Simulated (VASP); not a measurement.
Si2Mo:

```xyz
3
Lattice="-1.6106 1.6106 3.9565 1.6106 -1.6106 3.9565 1.6106 1.6106 -3.9565" Properties=species:S:1:pos:R:3 pbc="T T T"
Mo    0.0000    0.0000    0.0000
Si    0.0000    0.0000    5.2780
Si    0.0000    0.0000    2.6350
```

Base run:

| Quantity | Value |
| --- | --- |
| Program | VASP 6.6.1 |
| Functional | PBE |
| Potentials or basis | VASP PAW PBE potentials, release 64 (Mo_sv, Si) |
| Cutoff | 520 eV |
| k mesh | 12 × 12 × 12 |
| Occupations | fermi-dirac, width 0.05 eV |
| Spin | no spin polarisation |

Its results: band gap on the k mesh zero (bands 11 and 12 overlap by 1.03 eV); pressure -1.7 GPa; largest force 0.305 eV/Å.

Task: The run is repeated on the same cell with these changes: further incar settings from ALGO = Normal; EDIFF = 1e-06; NBANDS = 18 to ALGO = Normal; EDIFF = 1e-07; NBANDS = 18; dispersion from none to D3(BJ). What comes out?

Result: Band gap on the k mesh zero (bands 11 and 12 overlap by 1.03 eV); pressure -8.6 GPa; largest force 0.307 eV/Å.

Caveats: the cell stands under tension (at least some runs).
